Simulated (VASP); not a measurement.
A run of VASP 6.6.1 is set up as follows.

The input POSCAR:

```
BeNiAg3
1.0
    4.6697518393      0.0000000000      0.0000000000
    0.0000000000      4.6697518393      0.0000000000
    0.0000000000      0.0000000000      4.6697518393
Be Ni Ag
1 1 3
Direct
    0.0000000000      0.0000000000      0.0000000000
    0.5000000000      0.5000000000      0.5000000000
    0.0000000000      0.5000000000      0.5000000000
    0.5000000000      0.0000000000      0.5000000000
    0.5000000000      0.5000000000      0.0000000000
```

Contents of INCAR.step1:

```
SYSTEM = BeNiAg3
ALGO     = Normal         ! electronic algorithm
EDIFF    = 1E-4           ! SCF threshold, eV
ENCUT    = 520            ! plane-wave cutoff, eV
GGA      = PE             ! functional
ISMEAR   = 0              ! smearing method
ISPIN    = 2              ! spin polarisation
LASPH    = .True.         ! aspherical terms in the spheres
LCHARG   = .False.        ! write CHGCAR
LMAXMIX  = 4              ! l up to which the mixer works
LREAL    = .False.        ! projectors in reciprocal space
LWAVE    = .True.         ! write WAVECAR
MAGMOM   = 0 0.27 0 0 0   ! initial moments
NBANDS   = 34             ! bands
NELM     = 150            ! most SCF steps
PREC     = Accurate       ! precision mode
SIGMA    = 0.1            ! smearing width, eV
```

INCAR.step2

```
SYSTEM = BeNiAg3
ALGO     = Normal         ! electronic algorithm
EDIFF    = 1E-6           ! SCF threshold, eV
ENCUT    = 520            ! plane-wave cutoff, eV
ISIF     = 2              ! what is computed and relaxed
ISMEAR   = 0              ! smearing method
ISPIN    = 2              ! spin polarisation
ISTART   = 1            
LASPH    = .True.         ! aspherical terms in the spheres
LCHARG   = .False.        ! write CHGCAR
LMAXMIX  = 4              ! l up to which the mixer works
LMIXTAU  = .True.       
LORBIT   = 11             ! projections on sites
LREAL    = .False.        ! projectors in reciprocal space
LWAVE    = .False.        ! write WAVECAR
MAGMOM   = 0 0.27 0 0 0   ! initial moments
METAGGA  = R2SCAN         ! meta-GGA
NBANDS   = 34             ! bands
NELM     = 150            ! most SCF steps
PREC     = Accurate       ! precision mode
SIGMA    = 0.1            ! smearing width, eV
```

File KPOINTS:

```
k-points
0
Gamma
  4 4 4
  0 0 0
```

Potentials or basis: VASP PAW PBE potentials, release 64 (Be, Ni, Ag).

Command:

```console
$ cat potpaw_PBE.64/Be/POTCAR potpaw_PBE.64/Ni/POTCAR potpaw_PBE.64/Ag/POTCAR > POTCAR
$ cp INCAR.step1 INCAR
$ mpirun -np 1 vasp_std > vasp.out
$ cp INCAR.step2 INCAR
$ mpirun -np 1 vasp_std > vasp.out
```

Question: Estimate the net moment.

Answer: 0.00 μB per cell.

Question: What does it give for the pressure?

Answer: 0.1 GPa.

Caveat: the PAW data sets were made with another functional, which shifts forces and pressure a little.
